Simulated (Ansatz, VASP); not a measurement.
## Te2Mo in VASP and in Ansatz

```
CELL_PARAMETERS angstrom
3.46655 0.00000 0.00000
-1.73327 3.00212 0.00000
0.00000 0.00000 17.51981
ATOMIC_POSITIONS crystal
Te 0.33333 0.66667 0.89753
Te 0.33333 0.66667 0.10247
Mo 0.00000 0.00000 0.00000
```

Alike in both runs: functional LDA; k mesh 12 × 12 × 2; occupations gaussian, width 0.02 eV; no spin polarisation.

Ansatz relaxed the structure, and its values are those at the end. VASP's run is a single point on that final structure, the one shown.

|  | VASP | Ansatz |
| --- | --- | --- |
| version | VASP 6.6.1 | Ansatz 0.2.0 |
| potentials or method | VASP PAW LDA potentials, release 64 (Te, Mo_sv), cutoff 520 eV | scalar-relativistic, plane waves, PAW |
| valence electrons in the cell | 26 | 46 |

Ansatz gave:

```
gap on the k mesh at the Fermi level (eV) : 1.24
least direct gap on the mesh (eV)         : 1.24
rms of the force components (eV/Å)        : 0.002
```

Problem. What did VASP give for the same quantities?

Solution. gap on the k mesh at the Fermi level (eV): 1.24; least direct gap on the mesh (eV): 1.24; rms of the force components (eV/Å): 0.025.

LDA's correlation is that of Perdew and Zunger in VASP and of Perdew and Wang (1992) in Ansatz. VASP's potentials hold 26 valence electrons a cell and Ansatz's 46, so a difference there can come from the potentials and not from the codes.

Neither program's run includes spin-orbit coupling.
